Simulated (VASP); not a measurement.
Set up this calculation in VASP 6.6.1, as the native input.

```yaml
Task: single point
Functional: PBE
Potentials_or_basis: VASP PAW PBE potentials, release 64 (As)
Cutoff: 520 eV
k_mesh: 6 × 6 × 8
Occupations: gaussian, width 0.1 eV
Spin: no spin polarisation
Dipole_correction: no
Further_INCAR_settings: ALGO = Normal; EDIFF = 1e-06; NBANDS = 8
```

The structure of As lies in POSCAR:

```
As
1.0
    2.7086615381      0.0000000000      0.0000000000
    0.0000000000      2.7086615381      0.0000000000
    0.0000000000      0.0000000000      2.8276492593
As
1
Direct
    0.5000000000      0.5000000000      0.5000000000
```

The cell was built from a structure type or drawn by symmetry, and may not be a known phase.

One way to write it, as run:

INCAR

```
SYSTEM = As
PREC = Accurate
ENCUT = 520
EDIFF = 1E-6
ISMEAR = 0
SIGMA = 0.1
LREAL = .FALSE.
LASPH = .TRUE.
NELM = 100
ALGO = Normal
ISIF = 2
LWAVE = .FALSE.
LCHARG = .TRUE.
GGA = PE
LELF = .TRUE.
LVHAR = .TRUE.
NBANDS = 8
```

KPOINTS

```
Automatic mesh
0
G
  6 6 8
  0 0 0
```

Potentials or basis: VASP PAW PBE potentials, release 64 (As).

Run with:

```sh
$ cat potpaw_PBE.64/As/POTCAR > POTCAR
$ mpirun -np 1 vasp_std > vasp.out
```

Results of the run:

```json
{
  "Pressure": "0.2 GPa",
  "Band gap on the k mesh": "zero (an odd number of electrons rules out a gap without spin polarisation)"
}
```

Caveat: the k points lie up to 0.39 Å⁻¹ apart, too coarse for converged energies and pressures of a metal.

Wall time 6 s on 1 thread of Intel Xeon 8259CL (shared host), peak memory 0.13 GiB.
